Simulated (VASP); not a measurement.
# MgO (Fm-3m) in VASP: single point with HSE06

Aim: the single point of MgO with HSE06.

Everything below comes from runs of VASP 6.6.1. Logs are shortened: lines on timing, memory, paths and dates and some standing lists are left out, and cuts for length are marked.

### Step 1. The cell of the first run

Symmetry: Fm-3m, No. 225, cubic system. The conventional cell has a = 4.215 Å, b = 4.215 Å, c = 4.215 Å, α = 90.00°, β = 90.00°, γ = 90.00°. Mg (site symmetry m-3m) has 6 O at 2.11 Å within 2.8 Å. Within 2.8 Å of O (site symmetry m-3m) lie 6 Mg at 2.11 Å.

### Step 2. Single point, HSE06

Contents of POSCAR:

```
MgO
1.0
    0.0000000000      2.1074818670      2.1074818670
    2.1074818670      0.0000000000      2.1074818670
    2.1074818670      2.1074818670      0.0000000000
Mg O
1 1
Direct
    1.0000000000      0.0000000000      0.0000000000
    0.5000000000      0.5000000000      0.5000000000
```

Contents of INCAR.step1:

```
ALGO = Normal
EDIFF = 1E-5
ENCUT = 520
GGA = PE
ISIF = 2
ISMEAR = 0
LASPH = True
LCHARG = False
LREAL = False
LWAVE = True
NBANDS = 11
NELM = 100
PREC = Accurate
SIGMA = 0.01
```

Contents of INCAR.step2:

```
ALGO = Normal
EDIFF = 1E-6
ENCUT = 520
GGA = PE
HFSCREEN = 0.2079
ISIF = 2
ISMEAR = 0
ISTART = 1
LASPH = True
LCHARG = False
LHFCALC = True
LREAL = False
LWAVE = False
NBANDS = 11
NELM = 100
PREC = Accurate
PRECFOCK = Normal
SIGMA = 0.01
```

Contents of KPOINTS:

```
k-points
0
Gamma
  8 8 8
```

Potentials or basis: VASP PAW PBE potentials, release 64 (Mg, O).

The run is started by

```
$ cat potpaw_PBE.64/Mg/POTCAR potpaw_PBE.64/O/POTCAR > POTCAR
$ cp INCAR.step1 INCAR
$ mpirun -np 1 vasp_std > vasp.out
$ cp INCAR.step2 INCAR
$ mpirun -np 1 vasp_std > vasp.out
```

OUTCAR:

```text
EDIFF = 1E-6
   ENCUT = 520
   GGA = PE
   HFSCREEN = 0.2079
   ISIF = 2
   ISMEAR = 0
   ISTART = 1
   LASPH = True
   LHFCALC = True
   LREAL = False
   NELM = 100
   PREC = Accurate
   PRECFOCK = Normal

 ion  position               nearest neighbor table
   1  0.000  0.000  0.000-   2 2.11   2 2.11   2 2.11   2 2.11   2 2.11   2 2.11
   2  0.500  0.500  0.500-   1 2.11   1 2.11   1 2.11   1 2.11   1 2.11   1 2.11

  LATTYP: Found a face centered cubic cell.
 ALAT       =     4.2149637340

  Lattice vectors:

 A1 = (   0.0000000000,   2.1074818670,   2.1074818670)
 A2 = (   2.1074818670,   0.0000000000,   2.1074818670)
 A3 = (   2.1074818670,   2.1074818670,   0.0000000000)

Analysis of symmetry for initial positions (statically):
=====================================================================
 Subroutine PRICEL returns:
 Original cell was already a primitive cell.

 Routine SETGRP: Setting up the symmetry group for a
 face centered cubic supercell.

 Subroutine GETGRP returns: Found 48 space group operations
 (whereof 48 operations were pure point group operations)
 out of a pool of 48 trial point group operations.

The static configuration has the point symmetry O_h .

Analysis of symmetry for dynamics (positions and initial velocities):
=====================================================================
 Subroutine PRICEL returns:
 Original cell was already a primitive cell.

 Routine SETGRP: Setting up the symmetry group for a
 face centered cubic supercell.

 Subroutine GETGRP returns: Found 48 space group operations
 (whereof 48 operations were pure point group operations)
 out of a pool of 48 trial point group operations.

The dynamic configuration has the point symmetry O_h .

 Subroutine INISYM returns: Found 48 space group operations
 (whereof 48 operations are pure point group operations),
 and found     1 'primitive' translations

----------------------------------------------------------------------------------------

                                     Primitive cell

  volume of cell :      18.7207

  direct lattice vectors                    reciprocal lattice vectors
     0.000000000  2.107481867  2.107481867    -0.237249965  0.237249965  0.237249965
     2.107481867  0.000000000  2.107481867     0.237249965 -0.237249965  0.237249965
     2.107481867  2.107481867  0.000000000     0.237249965  0.237249965 -0.237249965

  length of vectors
     2.980429439  2.980429439  2.980429439     0.410928994  0.410928994  0.410928994

  position of ions in fractional coordinates (direct lattice)
     0.000000000  0.000000000  0.000000000
[... 98 lines left out ...]
     AMIX_MAG =   1.60;   BMIX_MAG =  1.00
  volume/ion in A,a.u.               =       9.36        63.17
  Fermi-wavevector in a.u.,A,eV,Ry     =   1.233098  2.330218 20.688081  1.520531
  Thomas-Fermi vector in A             =   2.367842
   LORBIT       =      0    0 simple, 1 ext, 2 COOP (PROOUT), +10 PAW based schemes
   GGA     = PE    functional components
   LHFCALC =     T    Hartree Fock is set to
   PRECFOCK=normal    Normal, Fast or Accurate (Low or Medium for compatibility)
   ENCUT4O =  -1.0   cutoff for four orbital integrals eV
   NKREDX  =     1    reduce k-point grid by
   NKREDY  =     1    reduce k-point grid by
   NKREDZ  =     1    reduce k-point grid by
   AEXX    =    0.2500 exact exchange contribution
   HFSCREEN=    0.2079 screening length (either q_TF or 0.3 A-1)
   HFSCREENC=   0.2079 screening length for correlation (either q_TF or 0.3 A-1)
   ENCUTFOCK=  -1.0 apply spherical cutoff to Coloumb kernel
   IVDW    =     0    specifies the selected vdW correction
   LEPSILON=     F    determine dielectric tensor
   LRPA    =     F    only Hartree local field effects (RPA)
 non-spin polarized calculation
 Gauss-broadening in eV      SIGMA  =   0.01
  energy-cutoff  :      520.00
  volume of cell :       18.72
 maximum number of plane-waves:       531
 NGX is ok and might be reduce to    24
  NGX = 18; NGY = 18; NGZ = 18

 number of electron       8.0000005 magnetization

 Free energy of the ion-electron system (eV)
  ---------------------------------------------------
  ext. energy  EPLUGINS =         0.00000000
  ---------------------------------------------------
  free energy    TOTEN  =       -14.20929484 eV

  energy without entropy =      -14.20929484  energy(sigma->0) =      -14.20929484

 E-fermi :   1.9772     XC(G=0):  -9.0894

 val. band max:        1.9265364388   @ k =   0.0000   0.0000   0.0000
 cond. band min:       8.3414693917   @ k =   0.0000   0.0000   0.0000
 fundamental gap:      6.4149329529
 Fermi energy:         1.9772489790

 k-point     1 :       0.0000    0.0000    0.0000
  band No.  band energies     occupation
      1     -16.8863      2.00000
      2       1.9265      2.00000
      3       1.9265      2.00000
      4       1.9265      2.00000
      5       8.3415      0.00000
      6      19.6631      0.00000
      7      19.6631      0.00000
      8      19.6631      0.00000
      9      23.5852      0.00000
     10      25.5169      0.00000
     11      25.5169      0.00000
[... 309 lines left out ...]
 k-point    24 :      -0.3750    0.2500    0.1250
  band No.  band energies     occupation
      1     -15.3866      2.00000
      2      -2.3369      2.00000
      3      -0.1368      2.00000
      4       0.8590      2.00000
      5      13.4591      0.00000
      6      16.2528      0.00000
      7      17.3844      0.00000
      8      20.9301      0.00000
      9      24.5760      0.00000
     10      26.2461      0.00000
     11      30.2745      0.00000

 [... further k-points ...]

------------------------ aborting loop because EDIFF is reached ----------------------------------------

  FORCE on cell =-STRESS in cart. coord.  units (eV):
  Direction    XX          YY          ZZ          XY          YZ          ZX
  --------------------------------------------------------------------------------------
  -------------------------------------------------------------------------------------
  Total       -0.2216633     -0.2216633     -0.2216633      0.0000000      0.0000000     -0.0000000
  in kB      -18.9706801    -18.9706801    -18.9706801      0.0000000      0.0000000     -0.0000000
  external PRESSURE =     -18.9706801 kB  Pullay stress =       0.0000000 kB

 VOLUME and BASIS-vectors are now :
 -----------------------------------------------------------------------------
  energy-cutoff  :      520.00
  volume of cell :       18.72
      direct lattice vectors                 reciprocal lattice vectors
     0.000000000  2.107481867  2.107481867    -0.237249965  0.237249965  0.237249965
     2.107481867  0.000000000  2.107481867     0.237249965 -0.237249965  0.237249965
     2.107481867  2.107481867  0.000000000     0.237249965  0.237249965 -0.237249965

 POSITION                                       TOTAL-FORCE (eV/Angst)
 -----------------------------------------------------------------------------------
      0.00000      0.00000      0.00000         0.000000      0.000000     -0.000000
      2.10748      2.10748      2.10748        -0.000000      0.000000      0.000000
 -----------------------------------------------------------------------------------
    total drift:                               -0.000009     -0.000081     -0.000081

  FREE ENERGIE OF THE ION-ELECTRON SYSTEM (eV)
  ---------------------------------------------------
  free  energy   TOTEN  =       -14.2092948418 eV

  energy  without entropy=      -14.2092948418  energy(sigma->0) =      -14.20929484
```

Wall time 37 min (1 thread of Oxide Virtual Turin-like, shared host); peak memory 0.23 GiB.

Results:

- Free energy: -14.2093 eV
- Pressure: -1.9 GPa
- Band gap on the k mesh: 6.42 eV

Caveat: the PAW data sets were made with another functional, which shifts forces and pressure a little.
